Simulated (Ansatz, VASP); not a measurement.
Zr: VASP beside Ansatz

INCAR

```
ALGO     = Fast           # electronic algorithm
EDIFF    = 1E-6           # SCF threshold, eV
EDIFFG   = -0.01          # ionic threshold
ENCUT    = 600            # plane-wave cutoff, eV
GGA      = PE             # functional
IBRION   = 2              # ionic algorithm
ISIF     = 3              # what is computed and relaxed
ISMEAR   = 0              # smearing method
LASPH    = True           # aspherical terms in the spheres
LCHARG   = False          # write CHGCAR
LREAL    = False          # projectors in reciprocal space
LWAVE    = False          # write WAVECAR
NELM     = 60             # most SCF steps
NSW      = 100            # ionic steps
PREC     = Accurate       # precision mode
SIGMA    = 0.1            # smearing width, eV
```

KPOINTS

```
k-points
0
Gamma
  12 12 12
```

The input POSCAR:

```
Zr
1.0
    4.2922865636      0.0000000000      0.0000000000
    0.0000000000      4.2922865636      0.0000000000
    0.0000000000      0.0000000000      4.2922865636
Zr
3
Direct
    0.5000000000      0.0000000000      0.0000000000
    0.0000000000      0.5000000000      0.0000000000
    0.0000000000      0.0000000000      0.5000000000
```

Input for Ansatz:

```yaml
crystal:
  lattice:
    - [4.2922865636, 0.0, 0.0]
    - [0.0, 4.2922865636, 0.0]
    - [0.0, 0.0, 4.2922865636]
  atoms:
    - { symbol: Zr, position: [0.5, 0.0, 0.0] }
    - { symbol: Zr, position: [0.0, 0.5, 0.0] }
    - { symbol: Zr, position: [0.0, 0.0, 0.5] }
basis:
  ecutwfc: 420
kpoints:
  mp_grid: { grid: [12, 12, 12] }
hamiltonian:
  xc: pbe
scf:
  occupations: { method: gaussian, width: 0.1 }
output:
  forces: true
  stress: true
  eigenvalues: true
relax:
  adjacent_minimum: "off"
  f_tol: 0.01
  max_steps: 80
  cell: { stress_tol: 0.05 }
```

Alike in both runs: task relaxation of cell and atoms; functional PBE; k mesh 12 × 12 × 12; occupations gaussian, width 0.1 eV; no spin polarisation.

|  | VASP | Ansatz |
| --- | --- | --- |
| version | VASP 6.6.1 | Ansatz 0.2.0 |
| potentials or method | VASP PAW PBE potentials, release 64 (Zr_sv), cutoff 600 eV | scalar-relativistic, plane waves, PAW |
| valence electrons in the cell | 36 | 36 |

```csv
,VASP,Ansatz,Ansatz less VASP
"gap on the k mesh at the Fermi level, each at its own relaxed structure (eV)",none,none,-
relaxed volume (Å³/atom),26.49,26.49,-0.008
relaxed cell length with the largest relative difference (Å),4.300,4.299,-0.0004
```

A gap of «none» marks a metal or a gap that the smearing closes.
